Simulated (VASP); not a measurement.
Here is a VASP 6.6.1 calculation.

Contents of INCAR:

```
SYSTEM = CoO
  PREC = Accurate
  ENCUT = 600
  EDIFF = 1E-6
  ISMEAR = -1
  SIGMA = 0.05
  LREAL = .FALSE.
  LASPH = .TRUE.
  NELM = 150
  ALGO = Normal
  ISIF = 3
  LWAVE = .FALSE.
  LCHARG = .FALSE.
  ISPIN = 2
  MAGMOM = 2 0
  LORBIT = 11
  LMAXMIX = 4
  GGA = B5
  ALDAX = 1.0
  AGGAX = 1.0
  AGGAC = 1.0
  ALDAC = 0.0
  IBRION = 2
  NSW = 60
  EDIFFG = -0.01
```

Contents of KPOINTS:

```
regular mesh
0
G
  11 11 11
  0 0 0
```

POSCAR

```
CoO
1.0
    1.5054695445      0.8691832468      2.4399269062
   -1.5054695445      0.8691832468      2.4399269062
    0.0000000000     -1.7383664936      2.4399269062
Co O
1 1
Direct
    0.0000000000      0.0000000000      0.0000000000
    0.5000000000      0.5000000000      0.5000000000
```

Potentials or basis: VASP PAW PBE potentials, release 64 (Co, O).

Run with:

```bash
$ cat potpaw_PBE.64/Co/POTCAR potpaw_PBE.64/O/POTCAR > POTCAR
$ mpirun -np 1 vasp_std > vasp.out
```

(1) Estimate the net moment.

(2) Predict the space group after relaxing (to 0.1 Å).

(3) What does it give for the relaxed cell?

Answers

(1) 2.85 μB per cell.

(2) Fm-3m (No. 225).

(3) a = 3.032 Å, b = 3.032 Å, c = 3.032 Å, α = 60.36°, β = 60.36°, γ = 60.36°.

Caveat: a cell with one magnetic atom can't hold antiferromagnetic order, which such compounds often take.
